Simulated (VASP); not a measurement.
# C (C2/m) in VASP: further runs

C is run at these levels: PBE, revPBE, BLYP+D3(BJ); tasks: single point, relaxation of cell and atoms.

Program: VASP 6.6.1. These are calculated values, not measurements. Logs are shortened: lines on timing, memory, paths and dates and some standing lists are left out, and cuts for length are marked.

## 1. The cell of the first run

The structure is monoclinic, space group C2/m (No. 12). The conventional cell has a = 4.255 Å, b = 2.457 Å, c = 3.765 Å, α = 90.00°, β = 111.49°, γ = 90.00°. Within 1.9 Å of C (site symmetry m) lie 3 C at 1.42 Å.

## 2. Single point, PBE

Input file INCAR:

```
PREC = Accurate ; ENCUT = 520
EDIFF = 1E-6 ; ISMEAR = 0
SIGMA = 0.016 ; LREAL = False
LASPH = True ; NELM = 100
ALGO = Normal ; ISIF = 2
LWAVE = False ; LCHARG = False
GGA = PE ; NBANDS = 11
```

Input file KPOINTS:

```
regular mesh
0
Gamma
  13 13 8
```

Input file POSCAR:

```
C
1.0
    2.1273203072     -1.2282824400      0.0000000000
    2.1273203072      1.2282824400      0.0000000000
   -1.3790696309      0.0000000000      3.5028300786
C
2
Direct
    0.1666444700      0.1666444700      0.9999069600
    0.8333555300      0.8333555300      0.0000930400
```

Potentials or basis: VASP PAW PBE potentials, release 64 (C).

Command:

```
> cat potpaw_PBE.64/C/POTCAR > POTCAR
> mpirun -np 1 vasp_std > vasp.out
```

OUTCAR:

```text
PREC = Accurate
   ENCUT = 520
   EDIFF = 1E-6
   ISMEAR = 0
   LREAL = False
   LASPH = True
   NELM = 100
   ISIF = 2
   GGA = PE

 ion  position               nearest neighbor table
   1  0.167  0.167  1.000-   2 1.42   2 1.42   2 1.42
   2  0.833  0.833  0.000-   1 1.42   1 1.42   1 1.42

  LATTYP: Found a base centered monoclinic cell.
 ALAT       =     4.2546406144
 B/A-ratio  =     0.5773848141
 C/A-ratio  =     0.8848045598
 COS(beta)  =    -0.3663329314

  Lattice vectors:

 A1 = (   2.1273203072,  -1.2282824400,   0.0000000000)
 A2 = (   2.1273203072,   1.2282824400,   0.0000000000)
 A3 = (  -1.3790696309,   0.0000000000,   3.5028300786)

Analysis of symmetry for initial positions (statically):
=====================================================================
 Subroutine PRICEL returns:
 Original cell was already a primitive cell.

 Routine SETGRP: Setting up the symmetry group for a
 base centered monoclinic supercell.

 Subroutine GETGRP returns: Found  4 space group operations
 (whereof  4 operations were pure point group operations)
 out of a pool of  4 trial point group operations.

The static configuration has the point symmetry C_2h.

Analysis of symmetry for dynamics (positions and initial velocities):
=====================================================================
 Subroutine PRICEL returns:
 Original cell was already a primitive cell.

 Routine SETGRP: Setting up the symmetry group for a
 base centered monoclinic supercell.

 Subroutine GETGRP returns: Found  4 space group operations
 (whereof  4 operations were pure point group operations)
 out of a pool of  4 trial point group operations.

The dynamic configuration has the point symmetry C_2h.

 Subroutine INISYM returns: Found  4 space group operations
 (whereof  4 operations are pure point group operations),
 and found     1 'primitive' translations

----------------------------------------------------------------------------------------

                                     Primitive cell

  volume of cell :      18.3054

  direct lattice vectors                    reciprocal lattice vectors
     2.127320307 -1.228282440  0.000000000     0.235037478 -0.407072497  0.092534619
     2.127320307  1.228282440  0.000000000     0.235037478  0.407072497  0.092534619
    -1.379069631  0.000000000  3.502830079     0.000000000  0.000000000  0.285483446

  length of vectors
     2.456454649  2.456454649  3.764525416     0.479075453  0.479075453  0.285483446

  position of ions in fractional coordinates (direct lattice)
     0.166644470  0.166644470  0.999906960
     0.833355530  0.833355530  0.000093040

  ion indices of the primitive-cell ions
   primitive index   ion index
                 1           1
                 2           2

----------------------------------------------------------------------------------------

 KPOINTS: regular mesh

Automatic generation of k-mesh.
 Grid dimensions read from file:
 generate k-points for:   13   13    8

 Generating k-lattice:

  Cartesian coordinates                     Fractional coordinates (reciprocal lattice)
     0.018079806 -0.031313269  0.007118048     0.076923077 -0.000000000  0.000000000
     0.018079806  0.031313269  0.007118048    -0.000000000  0.076923077  0.000000000
     0.000000000  0.000000000  0.035685431     0.000000000  0.000000000  0.125000000

  Length of vectors
     0.036851958  0.036851958  0.035685431

  Shift w.r.t. Gamma in fractional coordinates (k-lattice)
     0.000000000  0.000000000  0.000000000

 Subroutine IBZKPT returns following result:
 ===========================================

 Found    371 irreducible k-points:

 Following reciprocal coordinates:
            Coordinates               Weight
  0.000000  0.000000  0.000000      1.000000
  0.076923 -0.000000  0.000000      4.000000
  0.153846  0.000000 -0.000000      4.000000
  0.230769 -0.000000 -0.000000      4.000000
  0.307692  0.000000 -0.000000      4.000000
  0.384615  0.000000 -0.000000      4.000000
[... 16 lines left out ...]
  0.384615  0.153846 -0.000000      4.000000
  0.461538  0.153846  0.000000      4.000000
 [... further k-points ...]
   k-points           NKPTS =    371   k-points in BZ     NKDIM =    371   number of bands    NBANDS=     11
   number of dos      NEDOS =    301   number of ions     NIONS =      2
   total plane-waves  NPLWV =   9072
   dimension x,y,z NGX =    18 NGY =   18 NGZ =   28
   dimension x,y,z NGXF=    36 NGYF=   36 NGZF=   56
   ions per type =               2
   NGX,Y,Z   is equivalent  to a cutoff of  12.18, 12.18, 12.37 a.u.
   NGXF,Y,Z  is equivalent  to a cutoff of  24.36, 24.36, 24.73 a.u.
 SYSTEM =  unknown system
   PREC   = accura    normal or accurate (medium, high low for compatibility)
   ISTART =      0    job   : 0-new  1-cont  2-samecut
   ICHARG =      2    charge: 1-file 2-atom 10-const
   ISPIN  =      1    spin polarized calculation?
   LNONCOLLINEAR =      F non collinear calculations
   LSORBIT =      F    spin-orbit coupling
   LASPH  =      T    aspherical Exc in radial PAW
   ENCUT  =  520.0 eV  38.22 Ry    6.18 a.u.   4.57  4.57  7.00*2*pi/ulx,y,z
   NELM   =    100;   NELMIN=  2; NELMDL= -5     # of ELM steps
   EDIFF  = 0.1E-05   stopping-criterion for ELM
   LREAL  =      F    real-space projection
   EDIFFG = 0.1E-04   stopping-criterion for IOM
   NSW    =      0    number of steps for IOM
   IBRION =     -1    ionic relax: 0-MD 1-quasi-New 2-CG
   NFREE  =      0    steps in history (QN), initial steepest desc. (CG)
   ISIF   =      2    stress and relaxation
   ISYM   =      2    0-nonsym 1-usesym 2-fastsym
   POTIM  = 0.5000    time-step for ionic-motion
   TEBEG  =    0.0;   TEEND  =   0.0 temperature during run
   PSTRESS=    0.0 pullay stress
   NELECT =       8.0000    total number of electrons
   NUPDOWN=      -1.0000    fix difference up-down
   EMIN   =  10.00;   EMAX   =-10.00  energy-range for DOS
   EFERMI =   0.00;   METHOD = LEGACY
   ISMEAR =     0;   SIGMA  =   0.02  broadening in eV -4-tet -1-fermi 0-gaus
   EFERMI_NEDOS =   21; number of points for ismear=-14 and -15
   IALGO  =     38    algorithm
   IMIX   =      4    mixing-type and parameters
     AMIX     =   0.40;   BMIX     =  1.00
     AMIX_MAG =   1.60;   BMIX_MAG =  1.00
  volume/ion in A,a.u.               =       9.15        61.77
  Fermi-wavevector in a.u.,A,eV,Ry     =   1.242352  2.347705 20.999765  1.543439
  Thomas-Fermi vector in A             =   2.376710
   LORBIT       =      0    0 simple, 1 ext, 2 COOP (PROOUT), +10 PAW based schemes
   GGA     = PE    functional components
   LHFCALC =     F    Hartree Fock is set to
   AEXX    =    0.0000 exact exchange contribution
   IVDW    =     0    specifies the selected vdW correction
   LEPSILON=     F    determine dielectric tensor
   LRPA    =     F    only Hartree local field effects (RPA)
 non-spin polarized calculation
 Gauss-broadening in eV      SIGMA  =   0.02
  energy-cutoff  :      520.00
  volume of cell :       18.31
 maximum number of plane-waves:       506
   NGX =  9   NGY =  9   NGZ = 13

 number of electron       8.0000000 magnetization

 Free energy of the ion-electron system (eV)
  ---------------------------------------------------
  ext. energy  EPLUGINS =         0.00000000
  ---------------------------------------------------
  free energy    TOTEN  =       -18.43458006 eV

  energy without entropy =      -18.43458006  energy(sigma->0) =      -18.43458006

 E-fermi :   4.0449     XC(G=0): -10.0462

 val. band max:        3.9829865306   @ k =  -0.3077   0.3077   0.0000
 cond. band min:       4.9123502666   @ k =  -0.3077   0.3846   0.3750
 fundamental gap:      0.9293637360
 Fermi energy:         4.0448666003

 k-point     1 :       0.0000    0.0000    0.0000
  band No.  band energies     occupation
      1     -15.3283      2.00000
      2      -2.4777      2.00000
      3       1.3604      2.00000
      4       1.3639      2.00000
      5       8.2877      0.00000
      6      12.7934      0.00000
      7      12.7955      0.00000
      8      15.8825      0.00000
      9      17.2192      0.00000
     10      27.1841      0.00000
     11      28.5771      0.00000

 k-point     2 :       0.0769   -0.0000    0.0000
  band No.  band energies     occupation
      1     -15.1853      2.00000
      2      -2.3262      2.00000
      3       0.8001      2.00000
      4       1.0694      2.00000
      5       8.4888      0.00000
      6      12.8688      0.00000
      7      13.3963      0.00000
      8      15.3845      0.00000
      9      17.4722      0.00000
     10      27.6270      0.00000
     11      28.0169      0.00000

 k-point     3 :       0.1538    0.0000   -0.0000
  band No.  band energies     occupation
      1     -14.7578      2.00000
      2      -1.8745      2.00000
      3      -0.6449      2.00000
      4       0.3602      2.00000
      5       9.0907      0.00000
      6      12.8857      0.00000
      7      14.0496      0.00000
      8      15.0135      0.00000
      9      18.2772      0.00000
     10      26.1768      0.00000
     11      28.7431      0.00000
[... 267 lines left out ...]
 k-point    23 :       0.3846    0.1538   -0.0000
  band No.  band energies     occupation
      1     -12.6319      2.00000
      2      -4.5496      2.00000
      3      -2.6519      2.00000
      4       0.0649      2.00000
      5       9.5850      0.00000
      6      12.6198      0.00000
      7      14.6339      0.00000
      8      17.0549      0.00000
      9      20.1492      0.00000
     10      22.9561      0.00000
     11      26.4626      0.00000

 k-point    24 :       0.4615    0.1538    0.0000
  band No.  band energies     occupation
      1     -11.4135      2.00000
      2      -6.3854      2.00000
      3      -3.2828      2.00000
      4       1.2585      2.00000
      5       7.8441      0.00000
      6      14.0994      0.00000
      7      14.5827      0.00000
      8      17.9887      0.00000
      9      19.3994      0.00000
     10      22.7519      0.00000
     11      26.8750      0.00000

 [... further k-points ...]

------------------------ aborting loop because EDIFF is reached ----------------------------------------

  FORCE on cell =-STRESS in cart. coord.  units (eV):
  Direction    XX          YY          ZZ          XY          YZ          ZX
  --------------------------------------------------------------------------------------
  -------------------------------------------------------------------------------------
  Total        0.6092314      0.6007191      0.2397671      0.0000000      0.0000000     -0.0033881
  in kB       53.3227654     52.5777309     20.9855279      0.0000000      0.0000000     -0.2965393
  external PRESSURE =      42.2953414 kB  Pullay stress =       0.0000000 kB

 VOLUME and BASIS-vectors are now :
 -----------------------------------------------------------------------------
  energy-cutoff  :      520.00
  volume of cell :       18.31
      direct lattice vectors                 reciprocal lattice vectors
     2.127320307 -1.228282440  0.000000000     0.235037478 -0.407072497  0.092534619
     2.127320307  1.228282440  0.000000000     0.235037478  0.407072497  0.092534619
    -1.379069631  0.000000000  3.502830079     0.000000000  0.000000000  0.285483446

 POSITION                                       TOTAL-FORCE (eV/Angst)
 -----------------------------------------------------------------------------------
     -0.66993      0.00000      3.50250        -0.002285      0.000000      0.003849
      3.54550      0.00000      0.00033         0.002285      0.000000     -0.003849
 -----------------------------------------------------------------------------------
    total drift:                               -0.000000     -0.000000      0.000000

  FREE ENERGIE OF THE ION-ELECTRON SYSTEM (eV)
  ---------------------------------------------------
  free  energy   TOTEN  =       -18.4345800636 eV

  energy  without entropy=      -18.4345800636  energy(sigma->0) =      -18.43458006
```

Run time: 21 s. Hardware: 1 thread of Intel Xeon 6975P-C (Granite Rapids), shared host; peak memory 0.16 GiB.

What came out:

* Free energy: -18.4346 eV
* Pressure: 4.2 GPa
* Largest force: 0.004 eV/Å
* Band gap on the k mesh: 0.93 eV, indirect (least direct gap 0.94 eV)

Forces on the atoms (eV/Å):
```
C   -0.002  0.000  0.004
C    0.002  0.000 -0.004
```

Levels at points of the mesh, in eV from the valence-band top:
| k point | band 1 | band 2 | band 3 | band 4 | band 5 | band 6 | band 7 | band 8 |
| --- | --- | --- | --- | --- | --- | --- | --- | --- |
| (0.00, 0.00, 0.00) | -19.31 | -6.46 | -2.62 | -2.62 | 4.30 | 8.81 | 8.81 | 11.90 |
| (0.00, 0.00, 0.50) | -19.10 | -8.03 | -2.63 | -2.63 | 8.77 | 8.78 | 9.93 | 12.05 |

Caveat: this functional lacks dispersion, which binds the layers, so the pressure and a relaxed spacing across them are unreliable. A k mesh can miss the band edges.

## 3. Single point, PBE

Input file INCAR:

```
SYSTEM = C
PREC     = Accurate       ! precision mode
ENCUT    = 520            ! plane-wave cutoff, eV
EDIFF    = 1E-6           ! SCF threshold, eV
ISMEAR   = 0              ! smearing method
SIGMA    = 0.028999999999999998 ! smearing width, eV
LREAL    = .FALSE.        ! projectors in reciprocal space
LASPH    = .TRUE.         ! aspherical terms in the spheres
NELM     = 60             ! most SCF steps
ALGO     = Normal         ! electronic algorithm
ISIF     = 2              ! what is computed and relaxed
LWAVE    = .FALSE.        ! write WAVECAR
LCHARG   = .FALSE.        ! write CHGCAR
GGA      = PE             ! functional
NBANDS   = 11             ! bands
```

Input file KPOINTS:

```
Automatic mesh
0
G
  13 13 8
  0 0 0
```

POSCAR is that of step 2.

Potentials or basis: VASP PAW PBE potentials, release 64 (C).

Command:

```
> cat potpaw_PBE.64/C/POTCAR > POTCAR
> mpirun -np 1 vasp_std > vasp.out
```

It took 22 s on 1 thread of Intel Xeon 6975P-C (Granite Rapids), shared host; peak memory 0.17 GiB.

It converged, with:

* Free energy: -18.4346 eV
* Pressure: 4.2 GPa
* Largest force: 0.004 eV/Å
* Band gap on the k mesh: 0.93 eV, indirect (least direct gap 0.94 eV)

Forces in eV/Å, atoms in the order of the input:
```
C   -0.002  0.000  0.004
C    0.002  0.000 -0.004
```

Stress tensor (GPa, compression positive):
```
 5.33  0.00 -0.03
 0.00  5.26  0.00
-0.03  0.00  2.10
```

Levels at points of the mesh, in eV from the valence-band top:
```csv
k point,band 1,band 2,band 3,band 4,band 5,band 6,band 7,band 8,band 9
"(0.00, 0.00, 0.00)",-19.31,-6.46,-2.62,-2.62,4.30,8.81,8.81,11.90,13.24
"(0.00, 0.00, 0.50)",-19.10,-8.03,-2.63,-2.63,8.77,8.78,9.93,12.05,13.09
```

Caveat: this functional lacks dispersion, which binds the layers, so the pressure and a relaxed spacing across them are unreliable. A k mesh can miss the band edges.

## 4. Single point, PBE

Input file INCAR:

```
PREC     = Accurate       # precision mode
ENCUT    = 520            # plane-wave cutoff, eV
EDIFF    = 1E-6           # SCF threshold, eV
ISMEAR   = 0              # smearing method
SIGMA    = 0.03           # smearing width, eV
LREAL    = F              # projectors in reciprocal space
LASPH    = T              # aspherical terms in the spheres
NELM     = 100            # most SCF steps
ALGO     = Normal         # electronic algorithm
ISIF     = 2              # what is computed and relaxed
LWAVE    = F              # write WAVECAR
LCHARG   = F              # write CHGCAR
GGA      = PE             # functional
NBANDS   = 11             # bands
```

Input file KPOINTS:

```
regular mesh
0
Gamma
  13 13 8
```

POSCAR is that of step 3.

Command:

```
> cat potpaw_PBE.64/C/POTCAR > POTCAR
> mpirun -np 1 vasp_std > vasp.out
```

Run time: 23 s. Hardware: 1 thread of Intel Xeon 6975P-C (Granite Rapids), shared host; peak memory 0.16 GiB.

Results (log left out):

```
Free energy            : -18.4346 eV
Pressure               : 4.2 GPa
Largest force          : 0.004 eV/Å
Band gap on the k mesh : 0.93 eV, indirect (least direct gap 0.94 eV)
```

Forces on the atoms (eV/Å):
```
C   -0.002  0.000  0.004
C    0.002  0.000 -0.004
```

Stress tensor (GPa, compression positive):
```
 5.33  0.00 -0.03
 0.00  5.26  0.00
-0.03  0.00  2.10
```

Levels at points of the mesh, in eV from the valence-band top:
```csv
k point,band 1,band 2,band 3,band 4,band 5,band 6,band 7,band 8
"(0.00, 0.00, 0.00)",-19.31,-6.46,-2.62,-2.62,4.30,8.81,8.81,11.90
"(0.00, 0.00, 0.50)",-19.10,-8.03,-2.63,-2.63,8.77,8.78,9.93,12.05
```

Caveat: this functional lacks dispersion, which binds the layers, so the pressure and a relaxed spacing across them are unreliable. A k mesh can miss the band edges.

[end of part 1 of 2]
